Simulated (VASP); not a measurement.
Write the native input for VASP 6.6.1 that does the following.

- Task: single point
- Functional: PBE
- Dispersion: D3(BJ)
- Potentials or basis: VASP PAW PBE potentials, release 64 (C, H)
- Cutoff: 520 eV
- k mesh: 1 × 1 × 1
- Occupations: fermi-dirac, width 0.02 eV
- Spin: no spin polarisation
- Dipole correction: no
- Further INCAR settings: ALGO = Normal; EDIFF = 1e-06; NBANDS = 45

The structure of H4C lies in POSCAR:

```
H4C
1.0
    7.2304270000      0.0000000000      0.0000000000
    0.0000000000      7.2304270000      0.0000000000
    0.0000000000      0.0000000000      7.2304270000
C H
6 24
Direct
    0.2966906380      0.8661867411      0.1425918552
    0.6533362414      0.8825343234      0.8429515988
    0.9677436754      0.0350048483      0.4808844623
    0.4299192842      0.1952720081      0.5316698447
    0.8719816962      0.5145062664      0.2343983281
    0.1830458976      0.5401617360      0.7775336090
    0.4075001380      0.8276412997      0.0579218904
    0.1700314518      0.9365145378      0.0849742346
    0.3351807577      0.9406636703      0.2678126755
    0.2226701134      0.7381445107      0.2010116415
    0.7878372882      0.9495289836      0.7744217596
    0.6730722819      0.8286647524      0.9932055188
    0.5841563714      0.7718354670      0.7573964857
    0.5771581678      0.9938278887      0.8697826560
    0.8912475017      0.1540019697      0.4411219420
    1.0663547257     -0.0570367421      0.3947208097
    0.8862408818     -0.0563313896      0.5804913043
    1.0808628591      0.1023729304      0.5501611454
    0.4859740649      0.3245313174      0.5207852870
    0.4710648486      0.1417758592      0.6735010256
    0.5321124188      0.1210025355      0.4505266425
    0.2880881032      0.1480548797      0.5131785440
    0.9493491878      0.5247269629      0.1155948328
    0.9242054446      0.6260211188      0.3211566896
    0.9136251566      0.4060202807      0.3284038412
    0.7216171327      0.5381563219      0.1990892101
    0.3141308252      0.4659752460      0.8203111656
    0.1195641696      0.5440895814      0.9157135533
    0.0865232441      0.4566396978      0.6849802923
    0.2074151361      0.6817992907      0.7076483865
```

One way to write it, as run:

INCAR

```
SYSTEM = H4C
ALGO = Normal
EDIFF = 1E-6
ENCUT = 520
GGA = PE
GGA_COMPAT = .False.
ISIF = 2
ISMEAR = -1
IVDW = 12
LASPH = .True.
LCHARG = .False.
LREAL = .False.
LWAVE = .False.
NBANDS = 45
NELM = 120
PREC = Accurate
SIGMA = 0.02
```

KPOINTS

```
k-points
0
Gamma
  1 1 1
  0 0 0
```

Potentials or basis: VASP PAW PBE potentials, release 64 (C, H).

The run is started by

```sh
$ cat potpaw_PBE.64/C/POTCAR potpaw_PBE.64/H/POTCAR > POTCAR
$ mpirun -np 1 vasp_gam > vasp.out
```

It gave:

| Quantity | Value |
| --- | --- |
| Pressure | 0.1 GPa |
| Largest force | 4.869 eV/Å |
| Band gap on the k mesh | 6.41 eV |
| Dispersion energy per atom | -0.026 eV |

Caveat: the k points lie up to 0.87 Å⁻¹ apart.

It took 21 s on 1 thread of Intel(R) Xeon(R) 6975P-C (Granite Rapids), with other jobs on the host, peak memory 0.35 GiB.
